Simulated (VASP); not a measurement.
Input of a VASP 6.6.1 run:

The input INCAR:

```
PREC = Accurate
ENCUT = 520
EDIFF = 1E-7
ISMEAR = 1
SIGMA = 0.1
LREAL = False
LASPH = True
NELM = 100
ALGO = Normal
ISIF = 2
LWAVE = False
LCHARG = False
GGA = PS
NBANDS = 17
```

Contents of KPOINTS:

```
regular mesh
0
Gamma
  5 5 5
```

Contents of POSCAR:

```
Sr
1.0
   -3.7063582800      3.7063582800      2.0208764700
    3.7063582800     -3.7063582800      2.0208764700
    3.7063582800      3.7063582800     -2.0208764700
Sr
2
Direct
    0.7500000000      0.2500000000      0.5000000000
    0.0000000000      0.0000000000      0.0000000000
```

Potentials or basis: VASP PAW PBE potentials, release 64 (Sr_sv).

Launch:

```sh
$ cat potpaw_PBE.64/Sr_sv/POTCAR > POTCAR
$ mpirun -np 1 vasp_std > vasp.out
```

Q: What does it give for the pressure?

A: -0.5 GPa.

Q: What does it give for the band gap on the k mesh?

A: Zero (band 10 reaches 1.75 eV, above the bottom of band 11 at 1.24 eV).

Stress tensor (GPa, compression positive):
```
 0.08  0.00  0.00
 0.00  0.08  0.00
 0.00  0.00 -1.52
```

Caveat: the PAW data sets were made with another functional, which shifts forces and pressure a little.
